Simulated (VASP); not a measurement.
Wanted: the native input for a VASP 6.6.1 run.

```
Task                   : single point
Functional             : PBEsol
Potentials or basis    : VASP PAW PBE potentials, release 64 (As)
Cutoff                 : 520 eV
k mesh                 : 11 × 11 × 8
Occupations            : gaussian, width 0.15 eV
Spin                   : no spin polarisation
Dipole correction      : no
Further INCAR settings : ALGO = Normal; EDIFF = 1e-07; NBANDS = 18
```

The structure of As lies in POSCAR:

```
As
1.0
    1.8259429108     -5.6934005771      0.0000000000
    1.8259429108      5.6934005771      0.0000000000
    0.0000000000      0.0000000000      4.7398728700
As
4
Direct
    0.1045582800      0.8954417200      0.0735437500
    0.8954417200      0.1045582800      0.9264562500
    0.3954417200      0.6045582800      0.5735437500
    0.6045582800      0.3954417200      0.4264562500
```

One way to write it, as run:

INCAR

```
SYSTEM = As
ALGO     = Normal         ! electronic algorithm
EDIFF    = 1E-7           ! SCF threshold, eV
ENCUT    = 520            ! plane-wave cutoff, eV
GGA      = PS             ! functional
ISIF     = 2              ! what is computed and relaxed
ISMEAR   = 0              ! smearing method
LASPH    = .TRUE.         ! aspherical terms in the spheres
LCHARG   = .FALSE.        ! write CHGCAR
LREAL    = .FALSE.        ! projectors in reciprocal space
LWAVE    = .FALSE.        ! write WAVECAR
NBANDS   = 18             ! bands
NELM     = 80             ! most SCF steps
PREC     = Accurate       ! precision mode
SIGMA    = 0.15           ! smearing width, eV
```

KPOINTS

```
k-points
0
G
  11 11 8
  0 0 0
```

Potentials or basis: VASP PAW PBE potentials, release 64 (As).

Command:

```console
$ cat potpaw_PBE.64/As/POTCAR > POTCAR
$ mpirun -np 1 vasp_std > vasp.out
```

It gave:

```yaml
Pressure: -0.8 GPa
Largest_force: 0.250 eV/Å
Band_gap_on_the_k_mesh: 0.03 eV, indirect (least direct gap 0.05 eV)
```

Caveat: the PAW data sets were made with another functional, which shifts forces and pressure a little.

Run time: 2.6 min on 1 thread of Intel(R) Xeon(R) 6975P-C (Granite Rapids) (shared host), peak memory 0.44 GiB.
